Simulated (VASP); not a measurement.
CdTe: vibrations by perturbation theory with LDA

The system is CdTe.

```
CELL_PARAMETERS angstrom
0.00000 2.98720 2.98720
2.98720 0.00000 2.98720
2.98720 2.98720 0.00000
ATOMIC_POSITIONS crystal
Cd 0.00000 0.00000 0.00000
Te 0.50000 0.50000 0.50000
```

- Program: VASP 6.6.1
- Task: vibrations by perturbation theory
- Functional: LDA
- Potentials or basis: VASP PAW LDA potentials, release 64 (Cd, Te)
- Cutoff: 520 eV
- k mesh: 12 × 12 × 12
- Occupations: fermi-dirac, width 0.15 eV
- Spin: no spin polarisation
- Dipole correction: no
- Further INCAR settings: ALGO = Normal; EDIFF = 1e-08; NBANDS = 16; IBRION = 8; NSW = 1

```json
{
  "Highest phonon frequency at Γ, LO-TO splitting left out": "86 cm⁻¹"
}
```

Phonon frequencies in cm⁻¹ (negative: imaginary):
| q point | frequencies |
| --- | --- |
| (0.000, 0.000, 0.000) | 0 0 0 86 86 86 |

It took 5.1 min on 1 thread of Intel Xeon 8259CL (shared host), peak memory 0.42 GiB.
